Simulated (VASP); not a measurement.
Runs of VASP 6.6.1 on AgPt3. The structure is that of space group Pm-3m (No. 221), or close to it. The cells are those of the table. 

| task | cell | gap on the mesh (eV) | pressure (GPa) |
| --- | --- | --- | --- |
| electric field gradients | a = 3.939, b = 3.939, c = 3.900 Å, 4 atoms | none | -2.3 |
| single point | a = 3.900 Å, angles 91.1°, 4 atoms | none | (a) |
| single point | a = 3.900 Å, angles 88.8°, 4 atoms | none | 3.3 |
| single point | a = 3.900 Å, angles 89.4°, 4 atoms | none | 2.9 |
| single point | a = 3.900 Å, angles 90.6°, 4 atoms | none | 2.9 |
| single point | a = 3.978, b = 3.978, c = 3.900 Å, 4 atoms | none | -6.9 |

Alike in all rows: level LDA; potentials or basis VASP PAW LDA potentials, release 64 (Ag, Pt); no spin polarisation; k mesh 9 × 9 × 9; cutoff (eV) 520; smearing fermi-dirac 0.08 eV.

Q: Fill in the values left out.

A: (a) 3.2.

Caveats: spin-orbit coupling is left out, which moves the levels of the heavy elements; the cell stands under pressure (at least some runs); the cell stands under tension (at least some runs).

A k mesh can miss the band edges, and the runs leave out spin-orbit coupling on Ag, Pt.

A gap of «none» marks levels without a gap at the run's occupations.
